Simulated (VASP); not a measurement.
# La3Si2Br (P6/mmm) in VASP: further runs, part 2 of 2

VASP 6.6.1. The steps go on from the part before.

## Step 5: Single point, PBE

This run uses another cell than the first one, of 36.10 Å³/atom.

Input file INCAR:

```
PREC     = Accurate       # precision mode
ENCUT    = 520            # plane-wave cutoff, eV
EDIFF    = 1E-6           # SCF threshold, eV
ISMEAR   = 0              # smearing method
SIGMA    = 0.1            # smearing width, eV
LREAL    = False          # projectors in reciprocal space
LASPH    = True           # aspherical terms in the spheres
NELM     = 60             # most SCF steps
ALGO     = Normal         # electronic algorithm
ISIF     = 2              # what is computed and relaxed
LWAVE    = False          # write WAVECAR
LCHARG   = False          # write CHGCAR
GGA      = PE             # functional
NBANDS   = 33             # bands
```

Input file KPOINTS:

```
Automatic mesh
0
Gamma
  3 3 4
```

Input file POSCAR:

```
La3Si2Br
1.0
    7.9294064288      0.0000000000      0.0000000000
   -3.9647032144      6.8670674042      0.0000000000
    0.0000000000      0.0000000000      3.9773014533
La Si Br
3 2 1
Direct
    0.5000000000      0.5000000000      0.5000000000
    0.5000000000      0.0000000000      0.5000000000
    0.0000000000      0.5000000000      0.5000000000
    0.6666666667      0.3333333333      0.0000000000
    0.3333333333      0.6666666667      0.0000000000
    0.0000000000      0.0000000000      0.0000000000
```

Potentials or basis: VASP PAW PBE potentials, release 64 (La, Si, Br).

Launch:

```sh
$ cat potpaw_PBE.64/La/POTCAR potpaw_PBE.64/Si/POTCAR potpaw_PBE.64/Br/POTCAR > POTCAR
$ mpirun -np 1 vasp_std > vasp.out
```

OUTCAR:

```text
PREC = Accurate
   ENCUT = 520
   EDIFF = 1E-6
   ISMEAR = 0
   LREAL = False
   LASPH = True
   NELM = 60
   ISIF = 2
   GGA = PE

 ion  position               nearest neighbor table
   1  0.500  0.500  0.500-   4 3.03   5 3.03   4 3.03   5 3.03
   2  0.500  0.000  0.500-   4 3.03   5 3.03   4 3.03   5 3.03
   3  0.000  0.500  0.500-   4 3.03   5 3.03   4 3.03   5 3.03
   4  0.667  0.333  0.000-   2 3.03   2 3.03   3 3.03   3 3.03   1 3.03   1 3.03
   5  0.333  0.667  0.000-   2 3.03   2 3.03   3 3.03   3 3.03   1 3.03   1 3.03
   6  0.000  0.000  0.000-

  LATTYP: Found a hexagonal cell.
 ALAT       =     7.9294064288
 C/A-ratio  =     0.5015887997

  Lattice vectors:

 A1 = (   7.9294064288,   0.0000000000,   0.0000000000)
 A2 = (  -3.9647032144,   6.8670674042,   0.0000000000)
 A3 = (   0.0000000000,   0.0000000000,   3.9773014533)

Analysis of symmetry for initial positions (statically):
=====================================================================
 Subroutine PRICEL returns:
 Original cell was already a primitive cell.

 Routine SETGRP: Setting up the symmetry group for a
 hexagonal supercell.

 Subroutine GETGRP returns: Found 24 space group operations
 (whereof 24 operations were pure point group operations)
 out of a pool of 24 trial point group operations.

The static configuration has the point symmetry D_6h.

Analysis of symmetry for dynamics (positions and initial velocities):
=====================================================================
 Subroutine PRICEL returns:
 Original cell was already a primitive cell.

 Routine SETGRP: Setting up the symmetry group for a
 hexagonal supercell.

 Subroutine GETGRP returns: Found 24 space group operations
 (whereof 24 operations were pure point group operations)
 out of a pool of 24 trial point group operations.

The dynamic configuration has the point symmetry D_6h.

 Subroutine INISYM returns: Found 24 space group operations
 (whereof 24 operations are pure point group operations),
 and found     1 'primitive' translations

----------------------------------------------------------------------------------------

                                     Primitive cell

  volume of cell :     216.5711

  direct lattice vectors                    reciprocal lattice vectors
     7.929406429  0.000000000  0.000000000     0.126112845  0.072811285  0.000000000
    -3.964703214  6.867067404  0.000000000     0.000000000  0.145622569  0.000000000
     0.000000000  0.000000000  3.977301453     0.000000000  0.000000000  0.251426755

  length of vectors
     7.929406429  7.929406429  3.977301453     0.145622569  0.145622569  0.251426755

  position of ions in fractional coordinates (direct lattice)
     0.500000000  0.500000000  0.500000000
     0.500000000  0.000000000  0.500000000
     1.000000000  0.500000000  0.500000000
     0.666666667  0.333333333  0.000000000
     0.333333333  0.666666667  0.000000000
     0.000000000  0.000000000  0.000000000

  ion indices of the primitive-cell ions
   primitive index   ion index
[... 29 lines left out ...]
 ===========================================

 Found      9 irreducible k-points:

 Following reciprocal coordinates:
            Coordinates               Weight
  0.000000  0.000000  0.000000      1.000000
  0.333333 -0.000000  0.000000      6.000000
  0.333333  0.333333  0.000000      2.000000
  0.000000  0.000000  0.250000      2.000000
  0.333333 -0.000000  0.250000     12.000000
  0.333333  0.333333  0.250000      4.000000
  0.000000  0.000000  0.500000      1.000000
  0.333333 -0.000000  0.500000      6.000000
  0.333333  0.333333  0.500000      2.000000
   k-points           NKPTS =      9   k-points in BZ     NKDIM =      9   number of bands    NBANDS=     33
   number of dos      NEDOS =    301   number of ions     NIONS =      6
   total plane-waves  NPLWV = 108000
   dimension x,y,z NGX =    60 NGY =   60 NGZ =   30
   dimension x,y,z NGXF=   120 NGYF=  120 NGZF=   60
   ions per type =               3   2   1
   NGX,Y,Z   is equivalent  to a cutoff of  12.58, 12.58, 12.54 a.u.
   NGXF,Y,Z  is equivalent  to a cutoff of  25.16, 25.16, 25.08 a.u.
 SYSTEM =  unknown system
   PREC   = accura    normal or accurate (medium, high low for compatibility)
   ISTART =      0    job   : 0-new  1-cont  2-samecut
   ICHARG =      2    charge: 1-file 2-atom 10-const
   ISPIN  =      1    spin polarized calculation?
   LNONCOLLINEAR =      F non collinear calculations
   LSORBIT =      F    spin-orbit coupling
   LASPH  =      T    aspherical Exc in radial PAW
   ENCUT  =  520.0 eV  38.22 Ry    6.18 a.u.  14.74 14.74  7.40*2*pi/ulx,y,z
   NELM   =     60;   NELMIN=  2; NELMDL= -5     # of ELM steps
   EDIFF  = 0.1E-05   stopping-criterion for ELM
   LREAL  =      F    real-space projection
   EDIFFG = 0.1E-04   stopping-criterion for IOM
   NSW    =      0    number of steps for IOM
   IBRION =     -1    ionic relax: 0-MD 1-quasi-New 2-CG
   NFREE  =      0    steps in history (QN), initial steepest desc. (CG)
   ISIF   =      2    stress and relaxation
   ISYM   =      2    0-nonsym 1-usesym 2-fastsym
   POTIM  = 0.5000    time-step for ionic-motion
   TEBEG  =    0.0;   TEEND  =   0.0 temperature during run
   PSTRESS=    0.0 pullay stress
   NELECT =      48.0000    total number of electrons
   NUPDOWN=      -1.0000    fix difference up-down
   EMIN   =  10.00;   EMAX   =-10.00  energy-range for DOS
   EFERMI =   0.00;   METHOD = LEGACY
   ISMEAR =     0;   SIGMA  =   0.10  broadening in eV -4-tet -1-fermi 0-gaus
   EFERMI_NEDOS =   21; number of points for ismear=-14 and -15
   IALGO  =     38    algorithm
   IMIX   =      4    mixing-type and parameters
     AMIX     =   0.40;   BMIX     =  1.00
     AMIX_MAG =   1.60;   BMIX_MAG =  1.00
  volume/ion in A,a.u.               =      36.10       243.58
  Fermi-wavevector in a.u.,A,eV,Ry     =   0.990729  1.872207 13.354729  0.981545
  Thomas-Fermi vector in A             =   2.122421
   LORBIT       =      0    0 simple, 1 ext, 2 COOP (PROOUT), +10 PAW based schemes
   GGA     = PE    functional components
   LHFCALC =     F    Hartree Fock is set to
   AEXX    =    0.0000 exact exchange contribution
   IVDW    =     0    specifies the selected vdW correction
   LEPSILON=     F    determine dielectric tensor
   LRPA    =     F    only Hartree local field effects (RPA)
 non-spin polarized calculation
 Gauss-broadening in eV      SIGMA  =   0.10
  energy-cutoff  :      520.00
  volume of cell :      216.57
 maximum number of plane-waves:      5865
 NGX is ok and might be reduce to    60
   NGX = 29   NGY = 29   NGZ = 15

 number of electron      47.9999997 magnetization

 Free energy of the ion-electron system (eV)
  ---------------------------------------------------
  ext. energy  EPLUGINS =         0.00000000
  ---------------------------------------------------
  free energy    TOTEN  =       -30.01843963 eV

  energy without entropy =      -29.99971307  energy(sigma->0) =      -30.00907635

 E-fermi :   4.8346     XC(G=0):  -8.4080

 val. band max:        4.8294493862   @ k =   0.0000   0.0000   0.5000
 cond. band min:       4.8686635941   @ k =   0.3333   0.3333   0.0000
 fundamental gap:      0.0392142079
 Fermi energy:         4.8346453365

 k-point     1 :       0.0000    0.0000    0.0000
  band No.  band energies     occupation
      1     -28.1582      2.00000
      2     -28.1049      2.00000
      3     -28.1049      2.00000
      4     -12.2941      2.00000
      5     -12.1526      2.00000
      6     -12.1526      2.00000
[... 313 lines left out ...]
     32       6.4835      0.00000
     33       6.5338      0.00000

------------------------ aborting loop because EDIFF is reached ----------------------------------------

  FORCE on cell =-STRESS in cart. coord.  units (eV):
  Direction    XX          YY          ZZ          XY          YZ          ZX
  --------------------------------------------------------------------------------------
  -------------------------------------------------------------------------------------
  Total        0.1950998      0.1950998     -0.1303046      0.0000000      0.0000000      0.0000000
  in kB        1.4433340      1.4433340     -0.9639838      0.0000000      0.0000000      0.0000000
  external PRESSURE =       0.6408947 kB  Pullay stress =       0.0000000 kB

 VOLUME and BASIS-vectors are now :
 -----------------------------------------------------------------------------
  energy-cutoff  :      520.00
  volume of cell :      216.57
      direct lattice vectors                 reciprocal lattice vectors
     7.929406429  0.000000000  0.000000000     0.126112845  0.072811285  0.000000000
    -3.964703214  6.867067404  0.000000000     0.000000000  0.145622569  0.000000000
     0.000000000  0.000000000  3.977301453     0.000000000  0.000000000  0.251426755

 POSITION                                       TOTAL-FORCE (eV/Angst)
 -----------------------------------------------------------------------------------
      1.98235      3.43353      1.98865         0.000000      0.000000      0.000000
      3.96470      0.00000      1.98865        -0.000000      0.000000      0.000000
     -1.98235      3.43353      1.98865        -0.000000      0.000000      0.000000
      3.96470      2.28902      0.00000        -0.000000      0.000000      0.000000
     -0.00000      4.57804      0.00000         0.000000     -0.000000     -0.000000
      0.00000      0.00000      0.00000         0.000000      0.000000      0.000000
 -----------------------------------------------------------------------------------
    total drift:                                0.000000      0.000000      0.000000

  FREE ENERGIE OF THE ION-ELECTRON SYSTEM (eV)
  ---------------------------------------------------
  free  energy   TOTEN  =       -30.0184396292 eV

  energy  without entropy=      -29.9997130670  energy(sigma->0) =      -30.00907635
```

Wall time 2.3 min (1 thread of Intel Xeon 8259CL, shared host); peak memory 0.36 GiB.

What came out:

| Quantity | Value |
| --- | --- |
| Free energy | -30.0184 eV |
| Pressure | 0.1 GPa |
| Band gap on the k mesh | zero (filled and empty bands overlap) |

Stress tensor (GPa, compression positive):
```
 0.14  0.00  0.00
 0.00  0.14  0.00
 0.00  0.00 -0.10
```

Caveat: the k points lie up to 0.39 Å⁻¹ apart; spin-orbit coupling is left out, which moves the levels of the heavy elements.

## Step 6: Relaxation of cell and atoms, PBE

This run uses another cell than the first one, of 27.27 Å³/atom.

Input file INCAR:

```
SYSTEM = La3Si2Br
PREC = Accurate ; ENCUT = 600
EDIFF = 1E-7 ; ISMEAR = 0
SIGMA = 0.1 ; LREAL = .FALSE.
LASPH = .TRUE. ; NELM = 60
ALGO = Normal ; ISIF = 3
LWAVE = .FALSE. ; LCHARG = .FALSE.
GGA = PE ; IBRION = 2
NSW = 90 ; EDIFFG = -0.04
```

Input file KPOINTS:

```
regular mesh
0
G
  3 3 4
  0 0 0
```

Input file POSCAR:

```
La3Si2Br
1.0
    6.6162388200      0.0000000000      0.0000000000
   -3.3081194100      5.7298308900      0.0000000000
    0.0000000000      0.0000000000      4.3154162200
La Si Br
3 2 1
Direct
    0.5000000000      0.5000000000      0.5000000000
    0.5000000000      0.0000000000      0.5000000000
    0.0000000000      0.5000000000      0.5000000000
    0.6666666700      0.3333333300      0.0000000000
    0.3333333300      0.6666666700      0.0000000000
    0.0000000000      0.0000000000      0.0000000000
```

Potentials or basis: VASP PAW PBE potentials, release 64 (La, Si, Br).

Launch:

```sh
$ cat potpaw_PBE.64/La/POTCAR potpaw_PBE.64/Si/POTCAR potpaw_PBE.64/Br/POTCAR > POTCAR
$ mpirun -np 1 vasp_std > vasp.out
```

Wall time 17 min (1 thread of Intel Xeon 8259CL, shared host); peak memory 0.36 GiB.

It converged, with:

* Free energy: -30.0142 eV
* Relaxed volume: 36.20 Å³/atom
* Relaxed cell: a = 7.953 Å, b = 7.953 Å, c = 3.965 Å, α = 90.00°, β = 90.00°, γ = 120.00°
* Space group after relaxing (to 0.1 Å): P6/mmm (No. 191)
* Energy gained by relaxing: 438.5 meV/atom
* Ionic steps: 9
* Pressure after relaxing: 0.0 GPa
* Band gap on the k mesh: zero (bands 24 and 25 overlap by 0.01 eV)

The path:
| step | energy change (eV) | largest force (eV/Å) | pressure (GPa) | volume (Å³) |
| --- | --- | --- | --- | --- |
| 1 | 0.0000 | 0.0000 | 10.35 | 163.60 |
| 2 | -1.6785 | 0.0000 | -0.58 | 208.69 |
| 3 | -1.7040 | 0.0000 | -2.02 | 218.38 |
| 4 | -2.5163 | 0.0000 | -1.96 | 227.68 |
| 5 | -2.5477 | 0.0000 | -1.93 | 228.91 |
| 6 | -2.6142 | 0.0000 | 0.85 | 211.96 |
| 7 | -2.6256 | 0.0000 | 0.01 | 216.49 |
| 8 | -2.6295 | 0.0000 | 0.00 | 216.80 |
| 9 | -2.6312 | 0.0000 | -0.02 | 217.18 |

Final structure:
```
CELL_PARAMETERS angstrom
7.95308 0.00000 0.00000
-3.97654 6.88757 0.00000
0.00000 0.00000 3.96473
ATOMIC_POSITIONS crystal
La 0.50000 0.50000 0.50000
La 0.50000 0.00000 0.50000
La 0.00000 0.50000 0.50000
Si 0.66667 0.33333 0.00000
Si 0.33333 0.66667 0.00000
Br 0.00000 0.00000 0.00000
```

Levels at points of the mesh, in eV from the Fermi level:
```csv
k point,band 22,band 23,band 24,band 25,band 26,band 27
"(0.00, 0.00, 0.00)",-0.81,0.03,0.03,0.09,0.09,0.10
"(0.00, 0.00, 0.50)",-0.18,-0.01,-0.01,0.21,0.21,1.46
```

Caveat: the k points lie up to 0.40 Å⁻¹ apart in the final cell; the volume moved by over 15 % at a fixed basis, so the end points are rough; spin-orbit coupling is left out, which moves the levels of the heavy elements.

## Step 7: Overview

| task | cell | k mesh | cutoff (eV) | gap on the mesh (eV) | pressure (GPa) | relaxed volume (Å³/atom) |
| --- | --- | --- | --- | --- | --- | --- |
| single point | a = 7.950, b = 7.950, c = 3.972 Å, angles 90.0, 90.0, 120.0°, 6 atoms | 6 × 6 × 10 | 520 | none | 0.0 | - |
| relaxation of cell and atoms | relaxed from a = 7.929, b = 7.929, c = 3.977 Å, angles 90.0, 90.0, 120.0°, 6 atoms | 6 × 6 × 10 | 600 | none | 0.0 | 36.21 |
| single point | a = 6.616, b = 6.616, c = 4.315 Å, angles 90.0, 90.0, 120.0°, 6 atoms | 3 × 3 × 4 | 520 | none | 10.3 | - |
| single point | a = 7.929, b = 7.929, c = 3.977 Å, angles 90.0, 90.0, 120.0°, 6 atoms | 3 × 3 × 4 | 520 | none | 0.1 | - |
| relaxation of cell and atoms | relaxed from a = 6.616, b = 6.616, c = 4.315 Å, angles 90.0, 90.0, 120.0°, 6 atoms | 3 × 3 × 4 | 600 | none | 0.0 | 36.20 |

Alike in all rows: level PBE; potentials or basis VASP PAW PBE potentials, release 64 (La, Si, Br); no spin polarisation; smearing gaussian 0.1 eV.

Caveats: some runs use coarse meshes; spin-orbit coupling is left out, which moves the levels of the heavy elements; the volume moved by over 15 % at a fixed basis, so the end points are rough (at least some runs).

Absolute energies hang on the potentials; compare differences alone.
